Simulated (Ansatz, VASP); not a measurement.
## One calculation of HfO2, two programs

```xyz
6
Lattice="5.0032 0.0000 0.0000 0.0000 5.0032 0.0000 0.0000 0.0000 3.3188" Properties=species:S:1:pos:R:3 pbc="T T T"
Hf    0.0000    0.0000    0.0000
Hf    2.5016    2.5016    1.6594
O     0.9747    4.0285    1.6594
O     1.5269    1.5269    0.0000
O     3.4763    3.4763    0.0000
O     4.0285    0.9747    1.6594
```

Change from the starting cell: mode 4 frozen in at +0.000 Å, equal normal strain along x, y and z +0.0250.

Alike in both runs: task single point; functional PBE; k mesh 6 × 6 × 8; occupations gaussian, width 0.05 eV; no spin polarisation.

|  | VASP | Ansatz |
| --- | --- | --- |
| version | VASP 6.6.1 | Ansatz 0.2.0 |
| potentials or method | VASP PAW PBE potentials, release 64 (Hf_pv, O), cutoff 520 eV | scalar-relativistic, plane waves, PAW |
| valence electrons in the cell | 44 | 76 |

```csv
,VASP,Ansatz,Ansatz less VASP
gap on the k mesh at the Fermi level (eV),3.56,3.62,+0.062
least direct gap on the mesh (eV),3.56,3.62,+0.062
pressure (GPa),-16.0,-13.6,+2.41
"traceless stress, the component that is largest in VASP (GPa)",-2.97,-2.53,+0.447
rms of the force components (eV/Å),0.129,0.108,-0.0207
```

Atom by atom the forces differ by 0.021 eV/Å (rms over components). VASP's potentials hold 44 valence electrons a cell and Ansatz's 76, so a difference there can come from the potentials and not from the codes.

Neither program's run includes spin-orbit coupling.
